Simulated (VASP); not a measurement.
# TePt3W (Pm-3m) in VASP: single point with PBE

Aim: the single point of TePt3W with PBE.

Everything below comes from runs of VASP 6.6.1. Logs are shortened: lines on timing, memory, paths and dates and some standing lists are left out, and cuts for length are marked.

### Step 1. The cell of the first run

Symmetry: Pm-3m, No. 221, cubic system. Conventional cell: a = 4.490 Å, b = 4.490 Å, c = 4.490 Å, α = 90.00°, β = 90.00°, γ = 90.00°. Within 4.2 Å of Te (site symmetry m-3m) lie 12 Pt at 3.17 Å and 8 W at 3.89 Å. Pt (site symmetry 4/mmm) has 2 W at 2.25 Å within 3.0 Å. W (site symmetry m-3m) has 6 Pt at 2.25 Å within 3.0 Å.

The cell was built from a structure type or drawn by symmetry, and may not be a known phase.

### Step 2. Single point, PBE

Input file INCAR:

```
ALGO = Fast
EDIFF = 1E-6
ENCUT = 520
GGA = PE
ISIF = 2
ISMEAR = 0
LASPH = T
LCHARG = F
LREAL = F
LWAVE = F
NBANDS = 33
NELM = 100
PREC = Accurate
SIGMA = 0.1
```

Input file KPOINTS:

```
k-points
0
Gamma
  4 4 4
```

Input file POSCAR:

```
TePt3W
1.0
    4.4900257200      0.0000000000      0.0000000000
    0.0000000000      4.4900257200      0.0000000000
    0.0000000000      0.0000000000      4.4900257200
Te Pt W
1 3 1
Direct
    0.0000000000      0.0000000000      0.0000000000
    0.0000000000      0.5000000000      0.5000000000
    0.5000000000      0.0000000000      0.5000000000
    0.5000000000      0.5000000000      0.0000000000
    0.5000000000      0.5000000000      0.5000000000
```

Potentials or basis: VASP PAW PBE potentials, release 64 (Te, Pt, W_sv).

Run with:

```bash
cat potpaw_PBE.64/Te/POTCAR potpaw_PBE.64/Pt/POTCAR potpaw_PBE.64/W_sv/POTCAR > POTCAR
mpirun -np 1 vasp_std > vasp.out
```

OUTCAR:

```text
EDIFF = 1E-6
   ENCUT = 520
   GGA = PE
   ISIF = 2
   ISMEAR = 0
   LASPH = T
   LREAL = F
   NELM = 100
   PREC = Accurate

 ion  position               nearest neighbor table
   1  0.000  0.000  0.000-   2 3.17   3 3.17   4 3.17   2 3.17   3 3.17   2 3.17   4 3.17   2 3.17
                             3 3.17   4 3.17   3 3.17   4 3.17
   2  0.000  0.500  0.500-   5 2.25   5 2.25   4 3.17   1 3.17   1 3.17   4 3.17   1 3.17   3 3.17
                             1 3.17   3 3.17   4 3.17   3 3.17   4 3.17   3 3.17
   3  0.500  0.000  0.500-   5 2.25   5 2.25   4 3.17   1 3.17   1 3.17   4 3.17   2 3.17   4 3.17
                             2 3.17   4 3.17   1 3.17   2 3.17   1 3.17   2 3.17
   4  0.500  0.500  0.000-   5 2.25   5 2.25   3 3.17   1 3.17   2 3.17   3 3.17   2 3.17   1 3.17
                             3 3.17   3 3.17   1 3.17   2 3.17   2 3.17   1 3.17
   5  0.500  0.500  0.500-   2 2.25   3 2.25   4 2.25   4 2.25   3 2.25   2 2.25

  LATTYP: Found a simple cubic cell.
 ALAT       =     4.4900257200

  Lattice vectors:

 A1 = (   4.4900257200,   0.0000000000,   0.0000000000)
 A2 = (   0.0000000000,   4.4900257200,   0.0000000000)
 A3 = (   0.0000000000,   0.0000000000,   4.4900257200)

Analysis of symmetry for initial positions (statically):
=====================================================================
 Subroutine PRICEL returns:
 Original cell was already a primitive cell.

 Routine SETGRP: Setting up the symmetry group for a
 simple cubic supercell.

 Subroutine GETGRP returns: Found 48 space group operations
 (whereof 48 operations were pure point group operations)
 out of a pool of 48 trial point group operations.

The static configuration has the point symmetry O_h .

Analysis of symmetry for dynamics (positions and initial velocities):
=====================================================================
 Subroutine PRICEL returns:
 Original cell was already a primitive cell.

 Routine SETGRP: Setting up the symmetry group for a
 simple cubic supercell.

 Subroutine GETGRP returns: Found 48 space group operations
 (whereof 48 operations were pure point group operations)
 out of a pool of 48 trial point group operations.

The dynamic configuration has the point symmetry O_h .

 Subroutine INISYM returns: Found 48 space group operations
 (whereof 48 operations are pure point group operations),
 and found     1 'primitive' translations

----------------------------------------------------------------------------------------

                                     Primitive cell

  volume of cell :      90.5204

  direct lattice vectors                    reciprocal lattice vectors
     4.490025720  0.000000000  0.000000000     0.222715873  0.000000000  0.000000000
     0.000000000  4.490025720  0.000000000     0.000000000  0.222715873  0.000000000
     0.000000000  0.000000000  4.490025720     0.000000000  0.000000000  0.222715873

  length of vectors
     4.490025720  4.490025720  4.490025720     0.222715873  0.222715873  0.222715873

  position of ions in fractional coordinates (direct lattice)
     0.000000000  0.000000000  0.000000000
     0.000000000  0.500000000  0.500000000
     0.500000000  0.000000000  0.500000000
     0.500000000  0.500000000  0.000000000
     0.500000000  0.500000000  0.500000000

  ion indices of the primitive-cell ions
   primitive index   ion index
                 1           1
                 2           2
                 3           3
                 4           4
                 5           5

----------------------------------------------------------------------------------------

 KPOINTS: k-points

Automatic generation of k-mesh.
 Grid dimensions read from file:
 generate k-points for:    4    4    4

 Generating k-lattice:

  Cartesian coordinates                     Fractional coordinates (reciprocal lattice)
     0.055678968  0.000000000  0.000000000     0.250000000  0.000000000  0.000000000
     0.000000000  0.055678968  0.000000000     0.000000000  0.250000000  0.000000000
     0.000000000  0.000000000  0.055678968     0.000000000  0.000000000  0.250000000

  Length of vectors
     0.055678968  0.055678968  0.055678968

  Shift w.r.t. Gamma in fractional coordinates (k-lattice)
     0.000000000  0.000000000  0.000000000

 Subroutine IBZKPT returns following result:
 ===========================================

 Found     10 irreducible k-points:

 Following reciprocal coordinates:
            Coordinates               Weight
  0.000000  0.000000  0.000000      1.000000
  0.250000  0.000000  0.000000      6.000000
  0.500000  0.000000  0.000000      3.000000
  0.250000  0.250000  0.000000     12.000000
  0.500000  0.250000  0.000000     12.000000
  0.500000  0.500000  0.000000      3.000000
  0.250000  0.250000  0.250000      8.000000
  0.500000  0.250000  0.250000     12.000000
  0.500000  0.500000  0.250000      6.000000
  0.500000  0.500000  0.500000      1.000000
   k-points           NKPTS =     10   k-points in BZ     NKDIM =     10   number of bands    NBANDS=     33
   number of dos      NEDOS =    301   number of ions     NIONS =      5
   total plane-waves  NPLWV =  46656
   dimension x,y,z NGX =    36 NGY =   36 NGZ =   36
   dimension x,y,z NGXF=    72 NGYF=   72 NGZF=   72
   ions per type =               1   3   1
   NGX,Y,Z   is equivalent  to a cutoff of  13.33, 13.33, 13.33 a.u.
   NGXF,Y,Z  is equivalent  to a cutoff of  26.66, 26.66, 26.66 a.u.
 SYSTEM =  unknown system
   PREC   = accura    normal or accurate (medium, high low for compatibility)
   ISTART =      0    job   : 0-new  1-cont  2-samecut
   ICHARG =      2    charge: 1-file 2-atom 10-const
   ISPIN  =      1    spin polarized calculation?
   LNONCOLLINEAR =      F non collinear calculations
   LSORBIT =      F    spin-orbit coupling
   LASPH  =      T    aspherical Exc in radial PAW
   ENCUT  =  520.0 eV  38.22 Ry    6.18 a.u.   8.35  8.35  8.35*2*pi/ulx,y,z
   NELM   =    100;   NELMIN=  2; NELMDL= -5     # of ELM steps
   EDIFF  = 0.1E-05   stopping-criterion for ELM
   LREAL  =      F    real-space projection
   EDIFFG = 0.1E-04   stopping-criterion for IOM
   NSW    =      0    number of steps for IOM
   IBRION =     -1    ionic relax: 0-MD 1-quasi-New 2-CG
   NFREE  =      0    steps in history (QN), initial steepest desc. (CG)
   ISIF   =      2    stress and relaxation
   ISYM   =      2    0-nonsym 1-usesym 2-fastsym
   POTIM  = 0.5000    time-step for ionic-motion
   TEBEG  =    0.0;   TEEND  =   0.0 temperature during run
   PSTRESS=    0.0 pullay stress
   NELECT =      50.0000    total number of electrons
   NUPDOWN=      -1.0000    fix difference up-down
   EMIN   =  10.00;   EMAX   =-10.00  energy-range for DOS
   EFERMI =   0.00;   METHOD = LEGACY
   ISMEAR =     0;   SIGMA  =   0.10  broadening in eV -4-tet -1-fermi 0-gaus
   EFERMI_NEDOS =   21; number of points for ismear=-14 and -15
   IALGO  =     68    algorithm
   IMIX   =      4    mixing-type and parameters
     AMIX     =   0.40;   BMIX     =  1.00
     AMIX_MAG =   1.60;   BMIX_MAG =  1.00
  volume/ion in A,a.u.               =      18.10       122.17
  Fermi-wavevector in a.u.,A,eV,Ry     =   1.343227  2.538331 24.548422  1.804258
  Thomas-Fermi vector in A             =   2.471318
   LORBIT       =      0    0 simple, 1 ext, 2 COOP (PROOUT), +10 PAW based schemes
   GGA     = PE    functional components
   LHFCALC =     F    Hartree Fock is set to
   AEXX    =    0.0000 exact exchange contribution
   IVDW    =     0    specifies the selected vdW correction
   LEPSILON=     F    determine dielectric tensor
   LRPA    =     F    only Hartree local field effects (RPA)
 non-spin polarized calculation
 RMM-DIIS sequential band-by-band and
 Gauss-broadening in eV      SIGMA  =   0.10
  energy-cutoff  :      520.00
  volume of cell :       90.52
 maximum number of plane-waves:      2469
 NGX is ok and might be reduce to    36
   NGX = 17   NGY = 17   NGZ = 17

 number of electron      50.0000008 magnetization

 Free energy of the ion-electron system (eV)
  ---------------------------------------------------
  ext. energy  EPLUGINS =         0.00000000
  ---------------------------------------------------
  free energy    TOTEN  =       -25.77350213 eV

  energy without entropy =      -25.75462900  energy(sigma->0) =      -25.76406557

 E-fermi :  10.3662     XC(G=0): -12.2400

 val. band max:       10.3154928364   @ k =   0.5000   0.2500   0.0000
 cond. band min:      10.3915259118   @ k =   0.5000   0.5000   0.5000
 fundamental gap:      0.0760330753
 Fermi energy:        10.3661521748

 k-point     1 :       0.0000    0.0000    0.0000
  band No.  band energies     occupation
      1     -63.8251      2.00000
      2     -28.3269      2.00000
      3     -28.3269      2.00000
      4     -28.3269      2.00000
      5      -2.3733      2.00000
      6       2.1620      2.00000
[... 25 lines left out ...]
     32      14.5708      0.00000
     33      17.4045      0.00000

 k-point     2 :       0.2500    0.0000    0.0000
  band No.  band energies     occupation
      1     -63.8181      2.00000
      2     -28.4318      2.00000
      3     -28.3297      2.00000
      4     -28.3297      2.00000
      5      -2.0742      2.00000
      6       2.0036      2.00000
[... 25 lines left out ...]
     32      14.4825      0.00000
     33      15.7218      0.00000

 k-point     3 :       0.5000    0.0000    0.0000
  band No.  band energies     occupation
      1     -63.8111      2.00000
      2     -28.5351      2.00000
      3     -28.3325      2.00000
      4     -28.3325      2.00000
      5      -1.6988      2.00000
      6       1.5899      2.00000
[... 25 lines left out ...]
     32      14.4523      0.00000
     33      14.9420      0.00000

 k-point     4 :       0.2500    0.2500    0.0000
  band No.  band energies     occupation
      1     -63.8111      2.00000
      2     -28.4346      2.00000
      3     -28.4345      2.00000
      4     -28.3325      2.00000
      5      -1.8441      2.00000
      6       2.1299      2.00000
[... 25 lines left out ...]
     32      15.5028      0.00000
     33      15.7880      0.00000

 k-point     5 :       0.5000    0.2500    0.0000
  band No.  band energies     occupation
      1     -63.8042      2.00000
      2     -28.5378      2.00000
      3     -28.4374      2.00000
      4     -28.3352      2.00000
      5      -1.5769      2.00000
      6       2.0505      2.00000
[... 25 lines left out ...]
     32      15.2580      0.00000
     33      15.3202      0.00000

 k-point     6 :       0.5000    0.5000    0.0000
  band No.  band energies     occupation
      1     -63.7972      2.00000
      2     -28.5406      2.00000
      3     -28.5406      2.00000
      4     -28.3380      2.00000
      5      -1.4434      2.00000
      6       2.3082      2.00000
[... 25 lines left out ...]
     32      14.1449      0.00000
     33      16.4523      0.00000

 k-point     7 :       0.2500    0.2500    0.2500
  band No.  band energies     occupation
      1     -63.8042      2.00000
      2     -28.4375      2.00000
      3     -28.4373      2.00000
      4     -28.4373      2.00000
      5      -1.6824      2.00000
      6       2.7591      2.00000
[... 25 lines left out ...]
     32      14.5781      0.00000
     33      16.1809      0.00000

 k-point     8 :       0.5000    0.2500    0.2500
  band No.  band energies     occupation
      1     -63.7972      2.00000
      2     -28.5406      2.00000
      3     -28.4402      2.00000
      4     -28.4401      2.00000
      5      -1.5074      2.00000
      6       3.0135      2.00000
[... 25 lines left out ...]
     32      15.2373      0.00000
     33      16.0403      0.00000

 k-point     9 :       0.5000    0.5000    0.2500
  band No.  band energies     occupation
      1     -63.7903      2.00000
      2     -28.5434      2.00000
      3     -28.5434      2.00000
      4     -28.4429      2.00000
      5      -1.4351      2.00000
      6       3.6718      2.00000
[... 25 lines left out ...]
     32      14.4942      0.00000
     33      16.3050      0.00000

 k-point    10 :       0.5000    0.5000    0.5000
  band No.  band energies     occupation
      1     -63.7834      2.00000
      2     -28.5462      2.00000
      3     -28.5462      2.00000
      4     -28.5462      2.00000
      5      -1.4267      2.00000
      6       4.4896      2.00000
[... 25 lines left out ...]
     32      10.3915      0.71972
     33      18.8301      0.00000

------------------------ aborting loop because EDIFF is reached ----------------------------------------

  FORCE on cell =-STRESS in cart. coord.  units (eV):
  Direction    XX          YY          ZZ          XY          YZ          ZX
  --------------------------------------------------------------------------------------
  -------------------------------------------------------------------------------------
  Total       30.8525392     30.8525392     30.8525392     -0.0000000      0.0000000      0.0000000
  in kB      546.0784131    546.0784131    546.0784131     -0.0000000      0.0000000      0.0000000
  external PRESSURE =     546.0784131 kB  Pullay stress =       0.0000000 kB

 VOLUME and BASIS-vectors are now :
 -----------------------------------------------------------------------------
  energy-cutoff  :      520.00
  volume of cell :       90.52
      direct lattice vectors                 reciprocal lattice vectors
     4.490025720  0.000000000  0.000000000     0.222715873  0.000000000  0.000000000
     0.000000000  4.490025720  0.000000000     0.000000000  0.222715873  0.000000000
     0.000000000  0.000000000  4.490025720     0.000000000  0.000000000  0.222715873

 POSITION                                       TOTAL-FORCE (eV/Angst)
 -----------------------------------------------------------------------------------
      0.00000      0.00000      0.00000         0.000000      0.000000      0.000000
      0.00000      2.24501      2.24501         0.000000      0.000000      0.000000
      2.24501      0.00000      2.24501         0.000000      0.000000      0.000000
      2.24501      2.24501      0.00000         0.000000      0.000000      0.000000
      2.24501      2.24501      2.24501         0.000000      0.000000      0.000000
 -----------------------------------------------------------------------------------
    total drift:                                0.000000      0.000000      0.000000

  FREE ENERGIE OF THE ION-ELECTRON SYSTEM (eV)
  ---------------------------------------------------
  free  energy   TOTEN  =       -25.7735021336 eV

  energy  without entropy=      -25.7546290000  energy(sigma->0) =      -25.76406557
```

It took 36 s on 1 thread of AMD EPYC 9R14 (Zen 4), shared host; peak memory 0.18 GiB.

Results:

```yaml
Free_energy: -25.7735 eV
Pressure: 54.6 GPa
Band_gap_on_the_k_mesh: zero (bands 25 and 26 overlap by 1.78 eV)
```

Caveat: the cell stands under pressure; spin-orbit coupling is left out, which moves the levels of the heavy elements.
